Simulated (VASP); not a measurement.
Set up this calculation in VASP 6.6.1, as the native input.

| Quantity | Value |
| --- | --- |
| Task | single point |
| Functional | r2SCAN |
| Potentials or basis | VASP PAW PBE potentials, release 64 (O, C) |
| Cutoff | 520 eV |
| k mesh | 1 × 1 × 1 |
| Occupations | fermi-dirac, width 0.05 eV |
| Spin | no spin polarisation |
| Dipole correction | no |
| Further INCAR settings | LREAL = Auto; ALGO = Normal; EDIFF = 1e-06; NBANDS = 78 |

CO:

```
O C
1.0
     9.14817    0.00000    0.00000
     0.00000    9.14817    0.00000
     0.00000    0.00000    9.14817
O C
12 12
Direct
  0.76138 0.18123 0.42588
  0.90603 0.88280 0.68343
  0.42111 0.75448 0.97445
  0.90178 0.50337 0.15013
  0.54859 0.50710 0.43880
  0.14201 0.27585 0.01357
  0.12214 0.27222 0.38987
  0.10628 0.98849 0.13825
  0.89382 0.44354 0.71286
  0.47087 0.05749 0.75285
  0.28962 0.81532 0.46454
  0.63033 0.16574 0.01593
  0.65959 0.12831 0.37415
  0.79321 0.86954 0.62220
  0.54012 0.77243 0.00715
  0.93922 0.60903 0.08421
  0.50800 0.49307 0.55905
  0.11924 0.27349 0.89505
  0.16918 0.38563 0.41847
  0.18299 0.90150 0.17953
  0.89428 0.44804 0.58944
  0.48670 0.09708 0.63707
  0.18126 0.75597 0.47567
  0.73877 0.16598 0.95964
```

The input as run:

POSCAR

```
CO
1.0
    9.1481650000      0.0000000000      0.0000000000
    0.0000000000      9.1481650000      0.0000000000
    0.0000000000      0.0000000000      9.1481650000
O C
12 12
Direct
    0.7613767351      0.1812276014      0.4258777580
    0.9060286954      0.8827999932      0.6834266763
    0.4211117749      0.7544791770      0.9744467880
    0.9017764765      0.5033687084      0.1501284684
    0.5485908923      0.5070962319      0.4387983820
    0.1420066210      0.2758476700      1.0135693880
    0.1221447143      0.2722185269      0.3898705369
    0.1062836099      0.9884933208      0.1382463040
    0.8938185964      0.4435425028      0.7128642739
    0.4708703877      0.0574869386      0.7528504350
    0.2896209240      0.8153219799      0.4645412495
    0.6303340615      0.1657381562      1.0159305172
    0.6595858295      0.1283098851      0.3741515375
    0.7932082554      0.8695405035      0.6222012830
    0.5401192480      0.7724281318      1.0071528006
    0.9392156788      0.6090292425      0.0842136101
    0.5080035176      0.4930715613      0.5590520066
    0.1192370273      0.2734865407      0.8950538168
    0.1691814697      0.3856292491      0.4184664356
    0.1829875172      0.9015031976      0.1795332725
    0.8942777049      0.4480352071      0.5894406146
    0.4866986986      0.0970795783      0.6370676524
    0.1812603948      0.7559658139      0.4756691643
    0.7387711087      0.1659786416      0.9596350744
```

INCAR.step1

```
SYSTEM = CO
PREC     = Accurate       ! precision mode
ENCUT    = 520            ! plane-wave cutoff, eV
ISMEAR   = -1             ! smearing method
SIGMA    = 0.05           ! smearing width, eV
LREAL    = Auto         
LASPH    = .TRUE.         ! aspherical terms in the spheres
NELM     = 60             ! most SCF steps
NBANDS   = 78             ! bands
GGA      = PE             ! functional
ALGO     = Normal         ! electronic algorithm
EDIFF    = 1E-4           ! SCF threshold, eV
LWAVE    = .TRUE.         ! write WAVECAR
LCHARG   = .FALSE.        ! write CHGCAR
```

INCAR.step2

```
SYSTEM = CO
PREC     = Accurate       ! precision mode
ENCUT    = 520            ! plane-wave cutoff, eV
EDIFF    = 1E-6           ! SCF threshold, eV
ISMEAR   = -1             ! smearing method
SIGMA    = 0.05           ! smearing width, eV
LREAL    = Auto         
LASPH    = .TRUE.         ! aspherical terms in the spheres
NELM     = 60             ! most SCF steps
ALGO     = Normal         ! electronic algorithm
ISIF     = 2              ! what is computed and relaxed
LWAVE    = .FALSE.        ! write WAVECAR
LCHARG   = .TRUE.         ! write CHGCAR
METAGGA  = R2SCAN         ! meta-GGA
LMIXTAU  = .TRUE.       
LELF     = .TRUE.         ! ELF
LVHAR    = .TRUE.       
NBANDS   = 78             ! bands
ISTART   = 1
```

KPOINTS

```
regular mesh
0
G
  1 1 1
  0 0 0
```

Potentials or basis: VASP PAW PBE potentials, release 64 (O, C).

Command:

```bash
$ cat potpaw_PBE.64/O/POTCAR potpaw_PBE.64/C/POTCAR > POTCAR
$ cp INCAR.step1 INCAR
$ mpirun -np 1 vasp_gam > vasp.out
$ cp INCAR.step2 INCAR
$ mpirun -np 1 vasp_gam > vasp.out
```

Results of the run:

```yaml
Pressure: -0.7 GPa
Largest_force: 5.430 eV/Å
```

Caveat: the k points lie up to 0.69 Å⁻¹ apart; the PAW data sets were made with another functional, which shifts forces and pressure a little.

Wall time 8.9 min on 1 thread of AMD EPYC 7R43 64-Core Processor (Zen 3), with other jobs on the host, peak memory 0.71 GiB.
